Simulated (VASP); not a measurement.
# KCl (Fm-3m) in VASP: a series of runs

Runs on KCl. Level: PBE. Tasks: single point.

All numbers are computed with VASP 6.6.1; they aren't measurements. Logs are shortened: lines on timing, memory, paths and dates and some standing lists are left out, and cuts for length are marked.

**1. The cell of the first run**

Symmetry: Fm-3m, No. 225, cubic system. The conventional cell has a = 6.181 Å, b = 6.181 Å, c = 6.181 Å, α = 90.00°, β = 90.00°, γ = 90.00°. K (site symmetry m-3m) has 6 Cl at 3.09 Å within 4.1 Å. Within 4.1 Å of Cl (site symmetry m-3m) lie 6 K at 3.09 Å.

**2. Single point, PBE (volume scaled by 0.91)**

INCAR

```
SYSTEM = KCl
ALGO = Normal
EDIFF = 1E-7
ENCUT = 520
GGA = PE
ISIF = 2
ISMEAR = 0
LASPH = .TRUE.
LCHARG = .FALSE.
LREAL = .FALSE.
LWAVE = .FALSE.
NBANDS = 15
NELM = 80
PREC = Accurate
SIGMA = 0.02
```

KPOINTS

```
k-points
0
G
  6 6 6
  0 0 0
```

POSCAR

```
KCl
1.0
    0.0000000000      3.0904831105      3.0904831105
    3.0904831105      0.0000000000      3.0904831105
    3.0904831105      3.0904831105      0.0000000000
K Cl
1 1
Direct
    0.0000000000      0.0000000000      0.0000000000
    0.5000000000      0.5000000000      0.5000000000
```

Potentials or basis: VASP PAW PBE potentials, release 64 (K_sv, Cl).

The run is started by

```bash
> cat potpaw_PBE.64/K_sv/POTCAR potpaw_PBE.64/Cl/POTCAR > POTCAR
> mpirun -np 1 vasp_std > vasp.out
```

OUTCAR:

```text
SYSTEM = KCl
   EDIFF = 1E-7
   ENCUT = 520
   GGA = PE
   ISIF = 2
   ISMEAR = 0
   LASPH = .TRUE.
   LREAL = .FALSE.
   NELM = 80
   PREC = Accurate

 ion  position               nearest neighbor table
   1  0.000  0.000  0.000-   2 3.09   2 3.09   2 3.09   2 3.09   2 3.09   2 3.09
   2  0.500  0.500  0.500-   1 3.09   1 3.09   1 3.09   1 3.09   1 3.09   1 3.09

  LATTYP: Found a face centered cubic cell.
 ALAT       =     6.1809662210

  Lattice vectors:

 A1 = (   0.0000000000,   3.0904831105,   3.0904831105)
 A2 = (   3.0904831105,   0.0000000000,   3.0904831105)
 A3 = (   3.0904831105,   3.0904831105,   0.0000000000)

Analysis of symmetry for initial positions (statically):
=====================================================================
 Subroutine PRICEL returns:
 Original cell was already a primitive cell.

 Routine SETGRP: Setting up the symmetry group for a
 face centered cubic supercell.

 Subroutine GETGRP returns: Found 48 space group operations
 (whereof 48 operations were pure point group operations)
 out of a pool of 48 trial point group operations.

The static configuration has the point symmetry O_h .

Analysis of symmetry for dynamics (positions and initial velocities):
=====================================================================
 Subroutine PRICEL returns:
 Original cell was already a primitive cell.

 Routine SETGRP: Setting up the symmetry group for a
 face centered cubic supercell.

 Subroutine GETGRP returns: Found 48 space group operations
 (whereof 48 operations were pure point group operations)
 out of a pool of 48 trial point group operations.

The dynamic configuration has the point symmetry O_h .

 Subroutine INISYM returns: Found 48 space group operations
 (whereof 48 operations are pure point group operations),
 and found     1 'primitive' translations

----------------------------------------------------------------------------------------

                                     Primitive cell

  volume of cell :      59.0349

  direct lattice vectors                    reciprocal lattice vectors
     0.000000000  3.090483111  3.090483111    -0.161787003  0.161787003  0.161787003
     3.090483111  0.000000000  3.090483111     0.161787003 -0.161787003  0.161787003
     3.090483111  3.090483111  0.000000000     0.161787003  0.161787003 -0.161787003

  length of vectors
     4.370603129  4.370603129  4.370603129     0.280223309  0.280223309  0.280223309

  position of ions in fractional coordinates (direct lattice)
     0.000000000  0.000000000  0.000000000
     0.500000000  0.500000000  0.500000000

  ion indices of the primitive-cell ions
   primitive index   ion index
                 1           1
                 2           2

----------------------------------------------------------------------------------------

 KPOINTS: k-points

Automatic generation of k-mesh.
 Grid dimensions read from file:
 generate k-points for:    6    6    6

 Generating k-lattice:

  Cartesian coordinates                     Fractional coordinates (reciprocal lattice)
    -0.026964500  0.026964500  0.026964500     0.166666667  0.000000000  0.000000000
     0.026964500 -0.026964500  0.026964500     0.000000000  0.166666667  0.000000000
     0.026964500  0.026964500 -0.026964500     0.000000000  0.000000000  0.166666667

  Length of vectors
     0.046703885  0.046703885  0.046703885

  Shift w.r.t. Gamma in fractional coordinates (k-lattice)
     0.000000000  0.000000000  0.000000000

 Subroutine IBZKPT returns following result:
 ===========================================

 Found     16 irreducible k-points:

 Following reciprocal coordinates:
            Coordinates               Weight
  0.000000  0.000000  0.000000      1.000000
  0.166667  0.000000  0.000000      8.000000
  0.333333  0.000000  0.000000      8.000000
  0.500000  0.000000  0.000000      4.000000
  0.166667  0.166667  0.000000      6.000000
  0.333333  0.166667  0.000000     24.000000
[... 8 lines left out ...]
 -0.333333  0.333333  0.166667     24.000000
 -0.333333  0.500000  0.166667     12.000000
   k-points           NKPTS =     16   k-points in BZ     NKDIM =     16   number of bands    NBANDS=     15
   number of dos      NEDOS =    301   number of ions     NIONS =      2
   total plane-waves  NPLWV =  46656
   dimension x,y,z NGX =    36 NGY =   36 NGZ =   36
   dimension x,y,z NGXF=    72 NGYF=   72 NGZF=   72
   ions per type =               1   1
   NGX,Y,Z   is equivalent  to a cutoff of  13.69, 13.69, 13.69 a.u.
   NGXF,Y,Z  is equivalent  to a cutoff of  27.39, 27.39, 27.39 a.u.
 SYSTEM =  KCl
   PREC   = accura    normal or accurate (medium, high low for compatibility)
   ISTART =      0    job   : 0-new  1-cont  2-samecut
   ICHARG =      2    charge: 1-file 2-atom 10-const
   ISPIN  =      1    spin polarized calculation?
   LNONCOLLINEAR =      F non collinear calculations
   LSORBIT =      F    spin-orbit coupling
   LASPH  =      T    aspherical Exc in radial PAW
   ENCUT  =  520.0 eV  38.22 Ry    6.18 a.u.   8.13  8.13  8.13*2*pi/ulx,y,z
   NELM   =     80;   NELMIN=  2; NELMDL= -5     # of ELM steps
   EDIFF  = 0.1E-06   stopping-criterion for ELM
   LREAL  =      F    real-space projection
   EDIFFG = 0.1E-05   stopping-criterion for IOM
   NSW    =      0    number of steps for IOM
   IBRION =     -1    ionic relax: 0-MD 1-quasi-New 2-CG
   NFREE  =      0    steps in history (QN), initial steepest desc. (CG)
   ISIF   =      2    stress and relaxation
   ISYM   =      2    0-nonsym 1-usesym 2-fastsym
   POTIM  = 0.5000    time-step for ionic-motion
   TEBEG  =    0.0;   TEEND  =   0.0 temperature during run
   PSTRESS=    0.0 pullay stress
   NELECT =      16.0000    total number of electrons
   NUPDOWN=      -1.0000    fix difference up-down
   EMIN   =  10.00;   EMAX   =-10.00  energy-range for DOS
   EFERMI =   0.00;   METHOD = LEGACY
   ISMEAR =     0;   SIGMA  =   0.02  broadening in eV -4-tet -1-fermi 0-gaus
   EFERMI_NEDOS =   21; number of points for ismear=-14 and -15
   IALGO  =     38    algorithm
   IMIX   =      4    mixing-type and parameters
     AMIX     =   0.40;   BMIX     =  1.00
     AMIX_MAG =   1.60;   BMIX_MAG =  1.00
  volume/ion in A,a.u.               =      29.52       199.19
  Fermi-wavevector in a.u.,A,eV,Ry     =   1.059445  2.002061 15.271504  1.122424
  Thomas-Fermi vector in A             =   2.194791
   LORBIT       =      0    0 simple, 1 ext, 2 COOP (PROOUT), +10 PAW based schemes
   GGA     = PE    functional components
   LHFCALC =     F    Hartree Fock is set to
   AEXX    =    0.0000 exact exchange contribution
   IVDW    =     0    specifies the selected vdW correction
   LEPSILON=     F    determine dielectric tensor
   LRPA    =     F    only Hartree local field effects (RPA)
 non-spin polarized calculation
 Gauss-broadening in eV      SIGMA  =   0.02
  energy-cutoff  :      520.00
  volume of cell :       59.03
 maximum number of plane-waves:      1639
 NGX is ok and might be reduce to    36
   NGX = 17   NGY = 17   NGZ = 17

 number of electron      16.0000001 magnetization

 Free energy of the ion-electron system (eV)
  ---------------------------------------------------
  ext. energy  EPLUGINS =         0.00000000
  ---------------------------------------------------
  free energy    TOTEN  =        -6.77513036 eV

  energy without entropy =       -6.77513036  energy(sigma->0) =       -6.77513036

 E-fermi :  -1.4823     XC(G=0):  -7.7620

 val. band max:       -1.6181021402   @ k =   0.0000   0.0000   0.0000
 cond. band min:       3.7606439821   @ k =   0.0000   0.0000   0.0000
 fundamental gap:      5.3787461223
 Fermi energy:        -1.4823198547

 k-point     1 :       0.0000    0.0000    0.0000
  band No.  band energies     occupation
      1     -28.6892      2.00000
      2     -13.7997      2.00000
      3     -12.1508      2.00000
      4     -12.1508      2.00000
      5     -12.1508      2.00000
      6      -1.6181      2.00000
      7      -1.6181      2.00000
      8      -1.6181      2.00000
      9       3.7606      0.00000
     10       6.7866      0.00000
     11       6.7866      0.00000
     12       6.7866      0.00000
     13       7.6936      0.00000
     14       7.6936      0.00000
     15      11.5553      0.00000

 k-point     2 :       0.1667    0.0000    0.0000
  band No.  band energies     occupation
      1     -28.6856      2.00000
      2     -13.8579      2.00000
      3     -12.1534      2.00000
      4     -12.1534      2.00000
      5     -12.0769      2.00000
      6      -1.9616      2.00000
      7      -1.7162      2.00000
      8      -1.7162      2.00000
      9       4.4264      0.00000
     10       6.6272      0.00000
     11       7.1502      0.00000
     12       7.1502      0.00000
     13       8.1005      0.00000
     14       8.1005      0.00000
     15      12.5188      0.00000

 k-point     3 :       0.3333    0.0000    0.0000
  band No.  band energies     occupation
      1     -28.6786      2.00000
      2     -13.9621      2.00000
      3     -12.1587      2.00000
      4     -12.1587      2.00000
      5     -11.9404      2.00000
      6      -2.5257      2.00000
      7      -1.9010      2.00000
      8      -1.9010      2.00000
      9       5.6522      0.00000
     10       6.7781      0.00000
     11       8.1401      0.00000
     12       8.1401      0.00000
     13       9.1289      0.00000
     14       9.1289      0.00000
     15      11.5797      0.00000
[... 199 lines left out ...]
 k-point    15 :      -0.3333    0.3333    0.1667
  band No.  band energies     occupation
      1     -28.6719      2.00000
      2     -13.8551      2.00000
      3     -12.2453      2.00000
      4     -12.2229      2.00000
      5     -12.0208      2.00000
      6      -2.3906      2.00000
      7      -2.0885      2.00000
      8      -2.0087      2.00000
      9       6.4406      0.00000
     10       6.6801      0.00000
     11       8.3907      0.00000
     12       8.6260      0.00000
     13       9.7870      0.00000
     14      10.4519      0.00000
     15      10.5348      0.00000

 k-point    16 :      -0.3333    0.5000    0.1667
  band No.  band energies     occupation
      1     -28.6709      2.00000
      2     -13.7695      2.00000
      3     -12.2994      2.00000
      4     -12.2459      2.00000
      5     -12.0894      2.00000
      6      -2.2222      2.00000
      7      -2.0836      2.00000
      8      -1.9977      2.00000
      9       5.6479      0.00000
     10       7.4715      0.00000
     11       7.7266      0.00000
     12       8.7837      0.00000
     13       9.5170      0.00000
     14      10.3051      0.00000
     15      10.9949      0.00000

------------------------ aborting loop because EDIFF is reached ----------------------------------------

  FORCE on cell =-STRESS in cart. coord.  units (eV):
  Direction    XX          YY          ZZ          XY          YZ          ZX
  --------------------------------------------------------------------------------------
  -------------------------------------------------------------------------------------
  Total        0.7380860      0.7380860      0.7380860     -0.0000000      0.0000000     -0.0000000
  in kB       20.0312665     20.0312665     20.0312665     -0.0000000      0.0000000     -0.0000000
  external PRESSURE =      20.0312665 kB  Pullay stress =       0.0000000 kB

 VOLUME and BASIS-vectors are now :
 -----------------------------------------------------------------------------
  energy-cutoff  :      520.00
  volume of cell :       59.03
      direct lattice vectors                 reciprocal lattice vectors
     0.000000000  3.090483111  3.090483111    -0.161787003  0.161787003  0.161787003
     3.090483111  0.000000000  3.090483111     0.161787003 -0.161787003  0.161787003
     3.090483111  3.090483111  0.000000000     0.161787003  0.161787003 -0.161787003

 POSITION                                       TOTAL-FORCE (eV/Angst)
 -----------------------------------------------------------------------------------
      0.00000      0.00000      0.00000         0.000000      0.000000     -0.000000
      3.09048      3.09048      3.09048        -0.000000     -0.000000      0.000000
 -----------------------------------------------------------------------------------
    total drift:                                0.000000      0.000000      0.000000

  FREE ENERGIE OF THE ION-ELECTRON SYSTEM (eV)
  ---------------------------------------------------
  free  energy   TOTEN  =        -6.7751303624 eV

  energy  without entropy=       -6.7751303624  energy(sigma->0) =       -6.77513036
```

Run time: 18 s. Hardware: 1 thread of Intel Xeon 6975P-C, shared host; peak memory 0.21 GiB.

Results:

```yaml
Free_energy: -6.7751 eV
Pressure: 2.0 GPa
Band_gap_on_the_k_mesh: 5.38 eV, direct
```

**3. Single point, PBE (volume scaled by 1.10)**

INCAR

```
SYSTEM = KCl
PREC = Accurate
ENCUT = 520
EDIFF = 1E-6
ISMEAR = 0
SIGMA = 0.02
LREAL = .False.
LASPH = .True.
NELM = 80
ALGO = Normal
ISIF = 2
LWAVE = .False.
LCHARG = .False.
GGA = PE
NBANDS = 15
```

KPOINTS

```
regular mesh
0
Gamma
  6 6 6
  0 0 0
```

POSCAR

```
KCl
1.0
    0.0000000000      3.2921287046      3.2921287046
    3.2921287046      0.0000000000      3.2921287046
    3.2921287046      3.2921287046      0.0000000000
K Cl
1 1
Direct
    0.0000000000      0.0000000000      0.0000000000
    0.5000000000      0.5000000000      0.5000000000
```

Potentials or basis: VASP PAW PBE potentials, release 64 (K_sv, Cl).

The run is started by

```bash
> cat potpaw_PBE.64/K_sv/POTCAR potpaw_PBE.64/Cl/POTCAR > POTCAR
> mpirun -np 1 vasp_std > vasp.out
```

It took 14 s on 1 thread of Intel Xeon 6975P-C, shared host; peak memory 0.21 GiB.

It converged, with:

- Free energy: -6.7863 eV
- Pressure: -1.2 GPa
- Band gap on the k mesh: 4.75 eV, direct

Levels at points of the mesh, in eV from the valence-band top:
```tsv
k point	band 4	band 5	band 6	band 7	band 8	band 9	band 10	band 11	band 12	band 13
(0.00, 0.00, 0.00)	-11.01	-11.01	0.00	0.00	0.00	4.75	8.27	8.27	8.27	9.07
(0.50, 0.00, 0.00)	-11.02	-10.82	-0.84	-0.23	-0.23	7.19	8.04	10.06	10.06	10.91
(0.50, 0.50, 0.00)	-11.04	-11.04	-0.56	-0.19	-0.19	6.60	7.74	9.29	9.94	10.06
```
